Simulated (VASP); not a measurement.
B32N33 (a cell with a defect): single point with PBEsol

System: B32N33 (a cell with a defect).

```
B N
1.0
     7.21159    0.00000    0.00000
     0.00000    7.21159    0.00000
     0.00000    0.00000    7.21159
B N
32 33
Direct
  0.99772 0.00014 0.00047
  0.00301 0.00498 0.49954
  0.00301 0.49921 0.00533
  0.00398 0.49674 0.49704
  0.50008 0.99858 0.99894
  0.49887 0.99729 0.50239
  0.49886 0.50206 0.99762
  0.47029 0.49591 0.49629
  0.25120 0.25028 0.00036
  0.24616 0.24562 0.49937
  0.24562 0.75143 0.00509
  0.24496 0.75374 0.49698
  0.74894 0.25197 0.99854
  0.75011 0.25312 0.50208
  0.75013 0.74843 0.99754
  0.77876 0.75504 0.49534
  0.25121 0.00003 0.25060
  0.24567 0.00475 0.75172
  0.24620 0.49906 0.24595
  0.24492 0.49665 0.75404
  0.74896 0.99820 0.25228
  0.75012 0.99720 0.74873
  0.75011 0.50176 0.25344
  0.77881 0.49507 0.75530
  0.99764 0.25024 0.25054
  0.00289 0.24524 0.75184
  0.00289 0.75156 0.24556
  0.00336 0.75362 0.75389
  0.49980 0.25190 0.25220
  0.49869 0.25270 0.74869
  0.49868 0.74839 0.25301
  0.47008 0.75543 0.75579
  0.12494 0.12555 0.12588
  0.12490 0.12559 0.62579
  0.12489 0.62548 0.12594
  0.12488 0.62560 0.62591
  0.62497 0.12560 0.12594
  0.62493 0.12546 0.62586
  0.62492 0.62554 0.12581
  0.53403 0.62594 0.62654
  0.37610 0.37495 0.12459
  0.36158 0.36504 0.62473
  0.37602 0.87626 0.12686
  0.36157 0.88600 0.62669
  0.87369 0.37496 0.12710
  0.88843 0.36513 0.62688
  0.87368 0.87623 0.12474
  0.88783 0.88599 0.62464
  0.37610 0.12426 0.37529
  0.37604 0.12652 0.87660
  0.36164 0.62440 0.36540
  0.36150 0.62638 0.88637
  0.87370 0.12677 0.37528
  0.87368 0.12442 0.87655
  0.88843 0.62660 0.36544
  0.88784 0.62433 0.88633
  0.12560 0.37237 0.37268
  0.12427 0.37242 0.87920
  0.12430 0.87888 0.37275
  0.12509 0.87856 0.87887
  0.62209 0.38010 0.38045
  0.62738 0.37977 0.87133
  0.62735 0.87101 0.38010
  0.62253 0.87118 0.87153
  0.71544 0.62418 0.62441
```

```yaml
Program: VASP 6.6.1
Task: single point
Functional: PBEsol
Potentials_or_basis: VASP PAW PBE potentials, release 64 (B, N)
Cutoff: 520 eV
k_mesh: 1 × 1 × 1, shifted
Occupations: fermi-dirac, width 0.05 eV
Spin: collinear spin
```

| Item | Value |
| --- | --- |
| Largest force | 0.207 eV/Å |
| Net moment | 0.00 μB per cell |
| Valence electrons inside the program's atomic spheres | B 2.09, 2.14, 2.05, 2.04, 2.21, 2.22 (each value once); N 3.97, 4.04, 3.96, 4.22, 3.98, 4.01, 4.02, 4.00, 3.94 (each value once) |

Forces in eV/Å, atoms in the order of the input:
```
B    0.071  0.077  0.076
B    0.073  0.092  0.017
B    0.070  0.017  0.088
B    0.085  0.066  0.066
B    0.069  0.054  0.051
B    0.074  0.064  0.037
B    0.074  0.037  0.063
B    0.043  0.023  0.025
B    0.065  0.051  0.108
B    0.040  0.026  0.049
B    0.102  0.010  0.086
B    0.085  0.024  0.079
B    0.061  0.049  0.126
B    0.063  0.057  0.113
B    0.049  0.032  0.106
B    0.047  0.012  0.029
B    0.065  0.109  0.054
B    0.099  0.087  0.015
B    0.036  0.048  0.029
B    0.088  0.079  0.030
B    0.057  0.128  0.052
B    0.049  0.107  0.037
B    0.063  0.112  0.060
B    0.043  0.032  0.010
B    0.122  0.064  0.068
B    0.121  0.099  0.021
B    0.123  0.016  0.100
B    0.123  0.028  0.036
B    0.109  0.064  0.070
B    0.095  0.087  0.049
B    0.095  0.044  0.090
B    0.064  0.078  0.083
N   -0.082 -0.064 -0.066
N   -0.085 -0.080 -0.012
N   -0.084 -0.011 -0.082
N   -0.092 -0.057 -0.058
N   -0.079 -0.065 -0.069
N   -0.075 -0.059 -0.060
N   -0.074 -0.059 -0.063
N   -0.098 -0.125 -0.133
N   -0.068 -0.079 -0.039
N   -0.061 -0.043 -0.006
N   -0.080 -0.085 -0.047
N   -0.093 -0.043  0.015
N   -0.083 -0.076 -0.083
N   -0.087 -0.113 -0.042
N   -0.073 -0.072 -0.084
N   -0.075 -0.101  0.000
N   -0.069 -0.037 -0.082
N   -0.082 -0.045 -0.087
N   -0.063 -0.005 -0.044
N   -0.090  0.014 -0.047
N   -0.084 -0.082 -0.078
N   -0.074 -0.083 -0.073
N   -0.087 -0.045 -0.114
N   -0.074  0.001 -0.107
N   -0.091 -0.067 -0.068
N   -0.086 -0.084 -0.090
N   -0.088 -0.091 -0.084
N   -0.060 -0.047 -0.048
N   -0.044 -0.069 -0.073
N   -0.068 -0.034 -0.067
N   -0.063 -0.065 -0.036
N   -0.100 -0.066 -0.070
N    0.089  0.064  0.077
```

Levels at points of the mesh, in eV from the Fermi level:
Spin up:
```
           k point  band 129  band 130  band 131  band 132  band 133  band 134
(0.25, 0.25, 0.25)     -5.54     -2.63     -2.61     -0.01      0.42      0.56
```
Spin down:
```
           k point  band 129  band 130  band 131  band 132  band 133  band 134
(0.25, 0.25, 0.25)     -5.54     -2.63     -2.61     -0.01      0.42      0.56
```

Wall time 19 min on 1 thread of Intel(R) Xeon(R) Platinum 8259CL CPU @ 2.50GHz (Skylake/Cascade Lake) (shared host), peak memory 0.71 GiB.

Caveat: the k points lie up to 0.44 Å⁻¹ apart; the cell carries a net charge on a neutralising background, which shifts energy and pressure; the cell is charged against a uniform background, so pressure and absolute levels hang on convention; the PAW data sets were made with another functional, which shifts forces and pressure a little.
